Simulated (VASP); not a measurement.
W: single point with PBE

Crystal: W.

```
CELL_PARAMETERS angstrom
0.00000 2.29549 2.29531
1.62306 0.00000 2.29531
1.62306 2.29549 0.00000
ATOMIC_POSITIONS crystal
W 0.00000 0.00000 0.00000
```

This cell differs from its parent crystal: volume scaled by 1.06, then relaxed in part.

```yaml
Program: VASP 6.6.1
Task: single point
Functional: PBE
Potentials_or_basis: VASP PAW PBE potentials, release 64 (W_sv)
Cutoff: 520 eV
k_mesh: 24 × 24 × 24
Occupations: gaussian, width 0.1 eV
Spin: no spin polarisation
Dipole_correction: no
Further_INCAR_settings: ALGO = Fast; EDIFF = 1e-06; NBANDS = 13
```

The pressure is -15.4 GPa and the band gap on the k mesh is zero (band 7 reaches 15.01 eV, above the bottom of band 8 at 9.26 eV).

Levels at points of the mesh, in eV from the Fermi level:
```csv
k point,band 4,band 5,band 6,band 7,band 8,band 9,band 10,band 11
"(0.00, 0.00, 0.00)",-37.98,-9.23,-1.14,-1.14,-1.14,2.06,2.06,14.31
"(0.50, 0.00, 0.00)",-37.98,-5.82,-3.24,0.43,1.91,2.80,5.47,9.87
"(0.50, 0.50, 0.00)",-37.98,-5.82,-3.24,0.43,1.91,2.80,5.47,9.87
"(0.50, 0.00, 0.50)",-37.98,-5.82,-3.24,0.43,1.91,2.80,5.47,9.87
"(0.00, 0.50, 0.50)",-38.69,-5.27,-5.27,4.61,4.61,4.61,7.64,7.64
```

Run time: 2.4 min on 1 thread of Intel(R) Xeon(R) 6975P-C (Granite Rapids), with other jobs on the host, peak memory 0.49 GiB.

Caveat: spin-orbit coupling is left out, which moves the levels of the heavy elements.
